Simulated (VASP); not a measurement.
# BeS (Fm-3m) in VASP: a series of runs, part 2 of 2

VASP 6.6.1. The steps go on from the part before.

### Step 4. Single point, LDA

This run uses another cell than the first one, of 11.82 Å³/atom, 0.950 times its volume.

The input, INCAR:

```
PREC     = Accurate       # precision mode
ENCUT    = 520            # plane-wave cutoff, eV
EDIFF    = 1E-6           # SCF threshold, eV
ISMEAR   = -1             # smearing method
SIGMA    = 0.02           # smearing width, eV
LREAL    = False          # projectors in reciprocal space
LASPH    = True           # aspherical terms in the spheres
NELM     = 80             # most SCF steps
ALGO     = Normal         # electronic algorithm
ISIF     = 2              # what is computed and relaxed
LWAVE    = False          # write WAVECAR
LCHARG   = False          # write CHGCAR
GGA      = CA             # functional
NBANDS   = 11             # bands
```

The input, KPOINTS:

```
regular mesh
0
Gamma
  8 8 8
```

The input, POSCAR:

```
BeS
1.0
    0.0000000000      2.2781943265      2.2781943265
    2.2781943265      0.0000000000      2.2781943265
    2.2781943265      2.2781943265      0.0000000000
Be S
1 1
Direct
    0.0000000000      0.0000000000      0.0000000000
    0.5000000000      0.5000000000      0.5000000000
```

Potentials or basis: VASP PAW LDA potentials, release 64 (Be, S).

Run with:

```sh
cat potpaw_LDA.64/Be/POTCAR potpaw_LDA.64/S/POTCAR > POTCAR
mpirun -np 1 vasp_std > vasp.out
```

OUTCAR:

```text
PREC = Accurate
   ENCUT = 520
   EDIFF = 1E-6
   ISMEAR = -1
   LREAL = False
   LASPH = True
   NELM = 80
   ISIF = 2
   GGA = CA

 ion  position               nearest neighbor table
   1  0.000  0.000  0.000-   2 2.28   2 2.28   2 2.28   2 2.28   2 2.28   2 2.28
   2  0.500  0.500  0.500-   1 2.28   1 2.28   1 2.28   1 2.28   1 2.28   1 2.28

  LATTYP: Found a face centered cubic cell.
 ALAT       =     4.5563886530

  Lattice vectors:

 A1 = (   0.0000000000,   2.2781943265,   2.2781943265)
 A2 = (   2.2781943265,   0.0000000000,   2.2781943265)
 A3 = (   2.2781943265,   2.2781943265,   0.0000000000)

Analysis of symmetry for initial positions (statically):
=====================================================================
 Subroutine PRICEL returns:
 Original cell was already a primitive cell.

 Routine SETGRP: Setting up the symmetry group for a
 face centered cubic supercell.

 Subroutine GETGRP returns: Found 48 space group operations
 (whereof 48 operations were pure point group operations)
 out of a pool of 48 trial point group operations.

The static configuration has the point symmetry O_h .

Analysis of symmetry for dynamics (positions and initial velocities):
=====================================================================
 Subroutine PRICEL returns:
 Original cell was already a primitive cell.

 Routine SETGRP: Setting up the symmetry group for a
 face centered cubic supercell.

 Subroutine GETGRP returns: Found 48 space group operations
 (whereof 48 operations were pure point group operations)
 out of a pool of 48 trial point group operations.

The dynamic configuration has the point symmetry O_h .

 Subroutine INISYM returns: Found 48 space group operations
 (whereof 48 operations are pure point group operations),
 and found     1 'primitive' translations

----------------------------------------------------------------------------------------

                                     Primitive cell

[... 112 lines left out ...]
  Fermi-wavevector in a.u.,A,eV,Ry     =   1.140698  2.155607 17.703795  1.301192
  Thomas-Fermi vector in A             =   2.277400
   LORBIT       =      0    0 simple, 1 ext, 2 COOP (PROOUT), +10 PAW based schemes
   GGA     = CA    functional components
   LHFCALC =     F    Hartree Fock is set to
   AEXX    =    0.0000 exact exchange contribution
   IVDW    =     0    specifies the selected vdW correction
   LEPSILON=     F    determine dielectric tensor
   LRPA    =     F    only Hartree local field effects (RPA)
 non-spin polarized calculation
  energy-cutoff  :      520.00
  volume of cell :       23.65
 maximum number of plane-waves:       652
   NGX = 11   NGY = 11   NGZ = 11

 number of electron       8.0000001 magnetization

 Free energy of the ion-electron system (eV)
  ---------------------------------------------------
  ext. energy  EPLUGINS =         0.00000000
  ---------------------------------------------------
  free energy    TOTEN  =       -10.12489255 eV

  energy without entropy =      -10.12489255  energy(sigma->0) =      -10.12489255

 E-fermi :   7.5927     XC(G=0): -10.9675

 val. band max:        7.0838965658   @ k =  -0.1250   0.1250   0.0000
 cond. band min:       8.1006956854   @ k =   0.5000   0.5000   0.0000
 fundamental gap:      1.0167991197
 Fermi energy:         7.5927191592

 k-point     1 :       0.0000    0.0000    0.0000
  band No.  band energies     occupation
      1      -8.3951      2.00000
      2       6.7725      2.00000
      3       6.7725      2.00000
      4       6.7725      2.00000
      5      12.9110      0.00000
      6      15.8340      0.00000
      7      15.8340      0.00000
      8      15.8340      0.00000
      9      16.7560      0.00000
     10      16.7560      0.00000
     11      16.7560      0.00000
[... 309 lines left out ...]
 k-point    24 :      -0.3750    0.2500    0.1250
  band No.  band energies     occupation
      1      -5.4379      2.00000
      2       0.0950      2.00000
      3       3.3835      2.00000
      4       4.9269      2.00000
      5      11.3843      0.00000
      6      11.5903      0.00000
      7      15.1635      0.00000
      8      18.5117      0.00000
      9      19.5002      0.00000
     10      20.2676      0.00000
     11      23.9934      0.00000

 [... further k-points ...]
[... 5 lines left out ...]
  --------------------------------------------------------------------------------------
  -------------------------------------------------------------------------------------
  Total        0.0075139      0.0075139      0.0075139      0.0000000     -0.0000000      0.0000000
  in kB        0.5090655      0.5090655      0.5090655      0.0000000     -0.0000000      0.0000000
  external PRESSURE =       0.5090655 kB  Pullay stress =       0.0000000 kB

 VOLUME and BASIS-vectors are now :
 -----------------------------------------------------------------------------
  energy-cutoff  :      520.00
  volume of cell :       23.65
      direct lattice vectors                 reciprocal lattice vectors
     0.000000000  2.278194326  2.278194326    -0.219472059  0.219472059  0.219472059
     2.278194326  0.000000000  2.278194326     0.219472059 -0.219472059  0.219472059
     2.278194326  2.278194326  0.000000000     0.219472059  0.219472059 -0.219472059

 POSITION                                       TOTAL-FORCE (eV/Angst)
 -----------------------------------------------------------------------------------
      0.00000      0.00000      0.00000         0.000000      0.000000      0.000000
      2.27819      2.27819      2.27819        -0.000000     -0.000000     -0.000000
 -----------------------------------------------------------------------------------
    total drift:                               -0.000000     -0.000000      0.000000

  FREE ENERGIE OF THE ION-ELECTRON SYSTEM (eV)
  ---------------------------------------------------
  free  energy   TOTEN  =       -10.1248925506 eV

  energy  without entropy=      -10.1248925506  energy(sigma->0) =      -10.12489255
```

It took 11 s on 1 thread of AMD EPYC, shared host; peak memory 0.09 GiB.

What came out:

- Free energy: -10.1249 eV
- Pressure: 0.1 GPa
- Band gap on the k mesh: 1.02 eV, indirect (least direct gap 4.28 eV)

Levels at points of the mesh, in eV from the valence-band top:
```csv
k point,band 1,band 2,band 3,band 4,band 5,band 6,band 7,band 8,band 9
"(0.00, 0.00, 0.00)",-15.48,-0.31,-0.31,-0.31,5.83,8.75,8.75,8.75,9.67
"(0.50, 0.00, 0.00)",-13.04,-7.59,-0.53,-0.53,3.75,3.75,4.12,10.60,15.73
"(0.50, 0.50, 0.00)",-11.85,-7.23,-3.39,-3.39,1.02,4.03,12.04,12.04,14.03
```

### Step 5. Single point, PBE

This run uses another cell than the first one, of 12.40 Å³/atom, 0.997 times its volume.

The input, INCAR:

```
PREC = Accurate ; ENCUT = 520
EDIFF = 1E-7 ; ISMEAR = -1
SIGMA = 0.02 ; LREAL = F
LASPH = T ; NELM = 60
ALGO = Normal ; ISIF = 2
LWAVE = F ; LCHARG = F
GGA = PE ; NBANDS = 11
```

The input, KPOINTS:

```
Automatic mesh
0
Gamma
  10 10 10
```

The input, POSCAR:

```
BeS
1.0
    0.0000000000      2.3146113634      2.3146113634
    2.3146113634      0.0000000000      2.3146113634
    2.3146113634      2.3146113634      0.0000000000
Be S
1 1
Direct
    0.0000000000      0.0000000000      0.0000000000
    0.5000000000      0.5000000000      0.5000000000
```

Potentials or basis: VASP PAW PBE potentials, release 64 (Be, S).

Run with:

```sh
cat potpaw_PBE.64/Be/POTCAR potpaw_PBE.64/S/POTCAR > POTCAR
mpirun -np 1 vasp_std > vasp.out
```

OUTCAR:

```text
PREC = Accurate
   ENCUT = 520
   EDIFF = 1E-7
   ISMEAR = -1
   LREAL = F
   LASPH = T
   NELM = 60
   ISIF = 2
   GGA = PE

 ion  position               nearest neighbor table
   1  0.000  0.000  0.000-   2 2.31   2 2.31   2 2.31   2 2.31   2 2.31   2 2.31
   2  0.500  0.500  0.500-   1 2.31   1 2.31   1 2.31   1 2.31   1 2.31   1 2.31

  LATTYP: Found a face centered cubic cell.
 ALAT       =     4.6292227268

  Lattice vectors:

 A1 = (   0.0000000000,   2.3146113634,   2.3146113634)
[... 511 lines left out ...]
      5       8.6192      0.00000
      6      12.0748      0.00000
      7      16.3915      0.00000
      8      16.7699      0.00000
      9      18.4243      0.00000
     10      22.1901      0.00000
     11      23.7851      0.00000

 [... further k-points ...]
[... 5 lines left out ...]
  --------------------------------------------------------------------------------------
  -------------------------------------------------------------------------------------
  Total       -0.0110291     -0.0110291     -0.0110291     -0.0000000      0.0000000      0.0000000
  in kB       -0.7125029     -0.7125029     -0.7125029     -0.0000000      0.0000000      0.0000000
  external PRESSURE =      -0.7125029 kB  Pullay stress =       0.0000000 kB

 VOLUME and BASIS-vectors are now :
 -----------------------------------------------------------------------------
  energy-cutoff  :      520.00
  volume of cell :       24.80
      direct lattice vectors                 reciprocal lattice vectors
     0.000000000  2.314611363  2.314611363    -0.216018986  0.216018986  0.216018986
     2.314611363  0.000000000  2.314611363     0.216018986 -0.216018986  0.216018986
     2.314611363  2.314611363  0.000000000     0.216018986  0.216018986 -0.216018986

 POSITION                                       TOTAL-FORCE (eV/Angst)
 -----------------------------------------------------------------------------------
      0.00000      0.00000      0.00000         0.000000      0.000000      0.000000
      2.31461      2.31461      2.31461        -0.000000     -0.000000     -0.000000
 -----------------------------------------------------------------------------------
    total drift:                               -0.000000     -0.000000      0.000000

  FREE ENERGIE OF THE ION-ELECTRON SYSTEM (eV)
  ---------------------------------------------------
  free  energy   TOTEN  =        -8.8946500401 eV

  energy  without entropy=       -8.8946500401  energy(sigma->0) =       -8.89465004
```

It took 19 s on 1 thread of AMD EPYC, shared host; peak memory 0.11 GiB.

What came out:

```
Free energy            : -8.8947 eV
Pressure               : -0.1 GPa
Band gap on the k mesh : 1.03 eV, indirect (least direct gap 4.17 eV)
```

Levels at points of the mesh, in eV from the valence-band top:
```
           k point  band 2  band 3  band 4  band 5  band 6  band 7
(0.00, 0.00, 0.00)   -0.25   -0.25   -0.25    5.37    8.88    8.88
(0.50, 0.00, 0.00)   -7.18   -0.46   -0.46    3.99    3.99    4.19
(0.50, 0.50, 0.00)   -6.75   -3.13   -3.13    1.03    4.38   11.85
```

### Step 6. Single point, PBE

The input, INCAR:

```
SYSTEM = BeS
  PREC = Accurate
  ENCUT = 520
  EDIFF = 1E-7
  ISMEAR = -1
  SIGMA = 0.02
  LREAL = .False.
  LASPH = .True.
  NELM = 100
  ALGO = Normal
  ISIF = 2
  LWAVE = .False.
  LCHARG = .True.
  GGA = PE
  LELF = .True.
  LVHAR = .True.
  NBANDS = 11
```

The input, KPOINTS:

```
regular mesh
0
Gamma
  10 10 10
  0 0 0
```

The input, POSCAR:

```
BeS
1.0
    0.0000000000      2.3172971938      2.3172971938
    2.3172971938      0.0000000000      2.3172971938
    2.3172971938      2.3172971938      0.0000000000
Be S
1 1
Direct
    0.0000000000      0.0000000000      0.0000000000
    0.5000000000      0.5000000000      0.5000000000
```

Potentials or basis: VASP PAW PBE potentials, release 64 (Be, S).

Run with:

```sh
cat potpaw_PBE.64/Be/POTCAR potpaw_PBE.64/S/POTCAR > POTCAR
mpirun -np 1 vasp_std > vasp.out
```

Run time: 20 s. Hardware: 1 thread of AMD EPYC, shared host; peak memory 0.1 GiB.

Results (log left out):

| Property | Result |
| --- | --- |
| Free energy | -8.8945 eV |
| Pressure | -0.4 GPa |
| Band gap on the k mesh | 1.03 eV, indirect (least direct gap 4.15 eV) |

Levels at points of the mesh, in eV from the valence-band top:
```tsv
k point	band 1	band 2	band 3	band 4	band 5	band 6	band 7	band 8	band 9
(0.00, 0.00, 0.00)	-15.04	-0.25	-0.25	-0.25	5.33	8.88	8.88	8.88	9.64
(0.50, 0.00, 0.00)	-12.78	-7.16	-0.46	-0.46	3.99	3.99	4.18	10.23	15.57
(0.50, 0.50, 0.00)	-11.74	-6.72	-3.12	-3.12	1.03	4.39	11.82	11.82	13.63
```

### Step 7. Summary

| level | potentials or basis | cell | k mesh | smearing | gap on the mesh (eV) | pressure (GPa) |
| --- | --- | --- | --- | --- | --- | --- |
| PBE | VASP PAW PBE potentials, release 64 (Be, S) | a = 3.277 Å, angles 60.0°, 2 atoms | 6 × 6 × 6 | gaussian 0.01 eV | 0.98 | -0.2 |
| PBEsol | VASP PAW PBE potentials, release 64 (Be, S) | a = 3.246 Å, angles 60.0°, 2 atoms | 8 × 8 × 8 | fermi-dirac 0.02 eV | 0.99 | 0.1 |
| LDA | VASP PAW LDA potentials, release 64 (Be, S) | a = 3.222 Å, angles 60.0°, 2 atoms | 8 × 8 × 8 | fermi-dirac 0.02 eV | 1.02 | 0.1 |
| PBE | VASP PAW PBE potentials, release 64 (Be, S) | a = 3.273 Å, angles 60.0°, 2 atoms | 10 × 10 × 10 | fermi-dirac 0.02 eV | 1.03 | -0.1 |
| PBE | VASP PAW PBE potentials, release 64 (Be, S) | a = 3.277 Å, angles 60.0°, 2 atoms | 10 × 10 × 10 | fermi-dirac 0.02 eV | 1.03 | -0.4 |

Alike in all rows: task single point; no spin polarisation; cutoff (eV) 520.

Caveats: the PAW data sets were made with another functional, which shifts forces and pressure a little (some runs).

Total energies depend on the potentials used, so only differences within one code and one set of settings carry meaning.
